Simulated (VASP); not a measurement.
# Tl3W (Pm-3m) in VASP: further runs

Tl3W is run at these levels: PBE; tasks: single point, relaxation of cell and atoms.

Program: VASP 6.6.1. These are calculated values, not measurements. Logs are shortened: lines on timing, memory, paths and dates and some standing lists are left out, and cuts for length are marked.

## 1. The cell of the first run

Symmetry: Pm-3m, No. 221, cubic system. The conventional cell has a = 4.545 Å, b = 4.545 Å, c = 4.545 Å, α = 90.00°, β = 90.00°, γ = 90.00°. Tl (site symmetry 4/mmm) has 8 Tl at 3.21 Å and 4 W at 3.21 Å within 4.2 Å. Within 4.2 Å of W (site symmetry m-3m) lie 12 Tl at 3.21 Å.

## 2. Single point, PBE

INCAR

```
ALGO = Fast
EDIFF = 1E-6
ENCUT = 520
GGA = PE
ISIF = 2
ISMEAR = 0
LASPH = T
LCHARG = F
LREAL = F
LWAVE = F
NBANDS = 34
NELM = 80
PREC = Accurate
SIGMA = 0.1
```

KPOINTS

```
k-points
0
Gamma
  10 10 10
```

POSCAR

```
Tl3W
1.0
    4.5454708847      0.0000000000      0.0000000000
    0.0000000000      4.5454708847      0.0000000000
    0.0000000000      0.0000000000      4.5454708847
Tl W
3 1
Direct
    0.0000000000      0.5000000000      0.5000000000
    0.5000000000      0.0000000000      0.5000000000
    0.5000000000      0.5000000000      0.0000000000
    0.0000000000      0.0000000000      0.0000000000
```

Potentials or basis: VASP PAW PBE potentials, release 64 (Tl_d, W_sv).

The run is started by

```bash
cat potpaw_PBE.64/Tl_d/POTCAR potpaw_PBE.64/W_sv/POTCAR > POTCAR
mpirun -np 1 vasp_std > vasp.out
```

OUTCAR:

```text
EDIFF = 1E-6
   ENCUT = 520
   GGA = PE
   ISIF = 2
   ISMEAR = 0
   LASPH = T
   LREAL = F
   NELM = 80
   PREC = Accurate

 ion  position               nearest neighbor table
   1  0.000  0.500  0.500-   2 3.21   3 3.21   4 3.21   3 3.21   4 3.21   2 3.21   4 3.21   4 3.21
                             2 3.21   3 3.21   3 3.21   2 3.21
   2  0.500  0.000  0.500-   1 3.21   3 3.21   4 3.21   3 3.21   4 3.21   1 3.21   3 3.21   3 3.21
                             1 3.21   4 3.21   4 3.21   1 3.21
   3  0.500  0.500  0.000-   1 3.21   2 3.21   4 3.21   1 3.21   2 3.21   2 3.21   4 3.21   2 3.21
                             1 3.21   4 3.21   1 3.21   4 3.21
   4  0.000  0.000  0.000-   1 3.21   2 3.21   3 3.21   1 3.21   2 3.21   1 3.21   3 3.21   1 3.21
                             2 3.21   3 3.21   2 3.21   3 3.21

  LATTYP: Found a simple cubic cell.
 ALAT       =     4.5454708847

  Lattice vectors:

 A1 = (   4.5454708847,   0.0000000000,   0.0000000000)
 A2 = (   0.0000000000,   4.5454708847,   0.0000000000)
 A3 = (   0.0000000000,   0.0000000000,   4.5454708847)

Analysis of symmetry for initial positions (statically):
=====================================================================
 Subroutine PRICEL returns:
 Original cell was already a primitive cell.

 Routine SETGRP: Setting up the symmetry group for a
 simple cubic supercell.

 Subroutine GETGRP returns: Found 48 space group operations
 (whereof 48 operations were pure point group operations)
 out of a pool of 48 trial point group operations.

The static configuration has the point symmetry O_h .

Analysis of symmetry for dynamics (positions and initial velocities):
=====================================================================
 Subroutine PRICEL returns:
 Original cell was already a primitive cell.

 Routine SETGRP: Setting up the symmetry group for a
 simple cubic supercell.

 Subroutine GETGRP returns: Found 48 space group operations
 (whereof 48 operations were pure point group operations)
 out of a pool of 48 trial point group operations.

The dynamic configuration has the point symmetry O_h .

 Subroutine INISYM returns: Found 48 space group operations
 (whereof 48 operations are pure point group operations),
 and found     1 'primitive' translations

[... 92 lines left out ...]
   ISPIN  =      1    spin polarized calculation?
   LNONCOLLINEAR =      F non collinear calculations
   LSORBIT =      F    spin-orbit coupling
   LASPH  =      T    aspherical Exc in radial PAW
   ENCUT  =  520.0 eV  38.22 Ry    6.18 a.u.   8.45  8.45  8.45*2*pi/ulx,y,z
   NELM   =     80;   NELMIN=  2; NELMDL= -5     # of ELM steps
   EDIFF  = 0.1E-05   stopping-criterion for ELM
   LREAL  =      F    real-space projection
   EDIFFG = 0.1E-04   stopping-criterion for IOM
   NSW    =      0    number of steps for IOM
   IBRION =     -1    ionic relax: 0-MD 1-quasi-New 2-CG
   NFREE  =      0    steps in history (QN), initial steepest desc. (CG)
   ISIF   =      2    stress and relaxation
   ISYM   =      2    0-nonsym 1-usesym 2-fastsym
   POTIM  = 0.5000    time-step for ionic-motion
   TEBEG  =    0.0;   TEEND  =   0.0 temperature during run
   PSTRESS=    0.0 pullay stress
   NELECT =      53.0000    total number of electrons
   NUPDOWN=      -1.0000    fix difference up-down
   EMIN   =  10.00;   EMAX   =-10.00  energy-range for DOS
   EFERMI =   0.00;   METHOD = LEGACY
   ISMEAR =     0;   SIGMA  =   0.10  broadening in eV -4-tet -1-fermi 0-gaus
   EFERMI_NEDOS =   21; number of points for ismear=-14 and -15
   IALGO  =     68    algorithm
   IMIX   =      4    mixing-type and parameters
     AMIX     =   0.40;   BMIX     =  1.00
     AMIX_MAG =   1.60;   BMIX_MAG =  1.00
  volume/ion in A,a.u.               =      23.48       158.44
  Fermi-wavevector in a.u.,A,eV,Ry     =   1.352865  2.556545 24.901990  1.830245
  Thomas-Fermi vector in A             =   2.480168
   LORBIT       =      0    0 simple, 1 ext, 2 COOP (PROOUT), +10 PAW based schemes
   GGA     = PE    functional components
   LHFCALC =     F    Hartree Fock is set to
   AEXX    =    0.0000 exact exchange contribution
   IVDW    =     0    specifies the selected vdW correction
   LEPSILON=     F    determine dielectric tensor
   LRPA    =     F    only Hartree local field effects (RPA)
 non-spin polarized calculation
 RMM-DIIS sequential band-by-band and
 Gauss-broadening in eV      SIGMA  =   0.10
  energy-cutoff  :      520.00
  volume of cell :       93.92
 maximum number of plane-waves:      2560
 NGX is ok and might be reduce to    36
   NGX = 17   NGY = 17   NGZ = 17

 number of electron      53.0000006 magnetization

 Free energy of the ion-electron system (eV)
  ---------------------------------------------------
  ext. energy  EPLUGINS =         0.00000000
  ---------------------------------------------------
  free energy    TOTEN  =       -14.90039404 eV

  energy without entropy =      -14.86553571  energy(sigma->0) =      -14.88296487

 E-fermi :   8.3112     XC(G=0): -11.2985

 val. band max:        8.3088395413   @ k =   0.2000   0.0000   0.0000
 cond. band min:       8.3151823307   @ k =   0.3000   0.3000   0.1000
 fundamental gap:      0.0063427894
 Fermi energy:         8.3111935856

 k-point     1 :       0.0000    0.0000    0.0000
  band No.  band energies     occupation
      1     -66.0880      2.00000
      2     -30.2420      2.00000
      3     -30.2420      2.00000
      4     -30.2420      2.00000
      5      -4.1227      2.00000
      6      -3.9768      2.00000
[... 877 lines left out ...]
     33      12.7035      0.00000
     34      13.8582      0.00000

 [... further k-points ...]
[... 5 lines left out ...]
  --------------------------------------------------------------------------------------
  -------------------------------------------------------------------------------------
  Total       -0.0183973     -0.0183973     -0.0183973      0.0000000      0.0000000      0.0000000
  in kB       -0.3138545     -0.3138545     -0.3138545      0.0000000      0.0000000      0.0000000
  external PRESSURE =      -0.3138545 kB  Pullay stress =       0.0000000 kB

 VOLUME and BASIS-vectors are now :
 -----------------------------------------------------------------------------
  energy-cutoff  :      520.00
  volume of cell :       93.92
      direct lattice vectors                 reciprocal lattice vectors
     4.545470885  0.000000000  0.000000000     0.219999209  0.000000000  0.000000000
     0.000000000  4.545470885  0.000000000     0.000000000  0.219999209  0.000000000
     0.000000000  0.000000000  4.545470885     0.000000000  0.000000000  0.219999209

 POSITION                                       TOTAL-FORCE (eV/Angst)
 -----------------------------------------------------------------------------------
      0.00000      2.27274      2.27274         0.000000      0.000000      0.000000
      2.27274      0.00000      2.27274         0.000000      0.000000      0.000000
      2.27274      2.27274      0.00000         0.000000      0.000000      0.000000
      0.00000      0.00000      0.00000         0.000000      0.000000      0.000000
 -----------------------------------------------------------------------------------
    total drift:                                0.000000      0.000000      0.000000

  FREE ENERGIE OF THE ION-ELECTRON SYSTEM (eV)
  ---------------------------------------------------
  free  energy   TOTEN  =       -14.9003940442 eV

  energy  without entropy=      -14.8655357050  energy(sigma->0) =      -14.88296487
```

stdout:

```text
POSCAR found type information on POSCAR TlW
 POSCAR found :  2 types and       4 ions
 scaLAPACK will be used
 LDA part: xc-table for (Slater+PW92), standard interpolation
 POSCAR, INCAR and KPOINTS ok, starting setup
 FFT: planning ... GRIDC
 FFT: planning ... GRID_SOFT
 FFT: planning ... GRID
 WAVECAR not read
 entering main loop
```

Wall time 66 s (1 thread of Intel Xeon 6975P-C (Granite Rapids), shared host); peak memory 0.3 GiB.

What came out:

```yaml
Free_energy: -14.9004 eV
Pressure: 0.0 GPa
Band_gap_on_the_k_mesh: zero (an odd number of electrons rules out a gap without spin polarisation)
```

Caveat: spin-orbit coupling is left out, which moves the levels of the heavy elements.

## 3. Relaxation of cell and atoms, PBE

INCAR

```
PREC = Accurate
ENCUT = 600
EDIFF = 1E-7
ISMEAR = 0
SIGMA = 0.1
LREAL = False
LASPH = True
NELM = 100
ALGO = Fast
ISIF = 3
LWAVE = False
LCHARG = False
GGA = PE
IBRION = 2
NSW = 100
EDIFFG = -0.01
```

KPOINTS

```
regular mesh
0
Gamma
  10 10 10
```

POSCAR is that of step 2.

Potentials or basis: VASP PAW PBE potentials, release 64 (Tl_d, W_sv).

The run is started by

```bash
cat potpaw_PBE.64/Tl_d/POTCAR potpaw_PBE.64/W_sv/POTCAR > POTCAR
mpirun -np 1 vasp_std > vasp.out
```

Run time: 67 s. Hardware: 1 thread of Intel Xeon 6975P-C (Granite Rapids), shared host; peak memory 0.33 GiB.

The run converged. Its results:

| Item | Value |
| --- | --- |
| Free energy | -14.9002 eV |
| Pressure after relaxing | 0.0 GPa |
| Band gap on the k mesh | zero (an odd number of electrons rules out a gap without spin polarisation) |

Final structure:
```cif
data_structure
_symmetry_space_group_name_H-M 'P 1'
_symmetry_Int_Tables_number 1
_cell_length_a 4.5455
_cell_length_b 4.5455
_cell_length_c 4.5455
_cell_angle_alpha 90.000
_cell_angle_beta 90.000
_cell_angle_gamma 90.000
_cell_volume 93.92
loop_
_atom_site_label
_atom_site_type_symbol
_atom_site_fract_x
_atom_site_fract_y
_atom_site_fract_z
_atom_site_occupancy
Tl1 Tl 0.00000 0.50000 0.50000 1
Tl2 Tl 0.50000 0.00000 0.50000 1
Tl3 Tl 0.50000 0.50000 0.00000 1
W1 W 0.00000 0.00000 0.00000 1
```

Levels at points of the mesh, in eV from the Fermi level:
```
           k point  band 25  band 26  band 27  band 28  band 29  band 30
(0.00, 0.00, 0.00)    -1.75     0.02     0.02     0.02     1.07     1.07
(0.50, 0.00, 0.00)    -1.71    -0.59    -0.04     1.27     1.68     1.68
(0.50, 0.50, 0.00)    -1.38    -0.04    -0.01     0.50     2.11     2.59
(0.50, 0.50, 0.50)    -2.79    -2.79    -0.24     0.29     0.29     1.31
```

Caveat: the relaxation stopped at its first step, so nothing moved; spin-orbit coupling is left out, which moves the levels of the heavy elements.
